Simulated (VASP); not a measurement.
Write the native input for VASP 6.6.1 that does the following.

| Quantity | Value |
| --- | --- |
| Task | relaxation of cell and atoms |
| Functional | PBEsol |
| Potentials or basis | VASP PAW PBE potentials, release 64 (Al, V_sv, C) |
| Cutoff | 600 eV |
| k mesh | 15 × 15 × 4 |
| Occupations | gaussian, width 0.1 eV |
| Spin | no spin polarisation |
| Dipole correction | no |
| Further INCAR settings | ALGO = Normal; EDIFF = 1e-06; IBRION = 2; EDIFFG = -0.005; NSW = 70; ISIF = 3 |

The structure of AlV2C lies in POSCAR:

```
AlV2C
1.0
    2.9064461792      0.0000000000      0.0000000000
   -1.4532230896      2.5170562259      0.0000000000
    0.0000000000      0.0000000000     13.1347117301
Al V C
2 4 2
Direct
    0.3333333333      0.6666666667      0.2500000000
    0.6666666667      0.3333333333      0.7500000000
    0.3333333333      0.6666666667      0.5849724962
    0.6666666667      0.3333333333      0.4150275038
    0.6666666667      0.3333333333      0.0849724962
    0.3333333333      0.6666666667      0.9150275038
    0.0000000000      0.0000000000      0.0000000000
    0.0000000000      0.0000000000      0.5000000000
```

One way to write it, as run:

INCAR

```
PREC = Accurate
ENCUT = 600
EDIFF = 1E-6
ISMEAR = 0
SIGMA = 0.1
LREAL = F
LASPH = T
NELM = 60
ALGO = Normal
ISIF = 3
LWAVE = F
LCHARG = F
GGA = PS
IBRION = 2
NSW = 70
EDIFFG = -0.005
```

KPOINTS

```
regular mesh
0
Gamma
  15 15 4
```

Potentials or basis: VASP PAW PBE potentials, release 64 (Al, V_sv, C).

Run with:

```bash
$ cat potpaw_PBE.64/Al/POTCAR potpaw_PBE.64/V_sv/POTCAR potpaw_PBE.64/C/POTCAR > POTCAR
$ mpirun -np 1 vasp_std > vasp.out
```

It gave:

| Property | Result |
| --- | --- |
| Relaxed volume | 11.70 Å³/atom |
| Relaxed cell | a = 2.880 Å, b = 2.880 Å, c = 13.030 Å, α = 90.00°, β = 90.00°, γ = 120.00° |
| Space group after relaxing (to 0.1 Å) | P6_3/mmc (No. 194) |
| Energy gained by relaxing | 5.2 meV/atom |
| Ionic steps | 9 |
| Pressure after relaxing | 0.0 GPa |
| Largest force after relaxing | 0.004 eV/Å |
| Band gap on the k mesh | zero (bands 33 and 34 overlap by 1.67 eV) |

Caveat: the PAW data sets were made with another functional, which shifts forces and pressure a little.

Wall time 18 min on 1 thread of AMD EPYC 9R45 96-Core Processor (Zen 5) (shared host), peak memory 0.43 GiB.
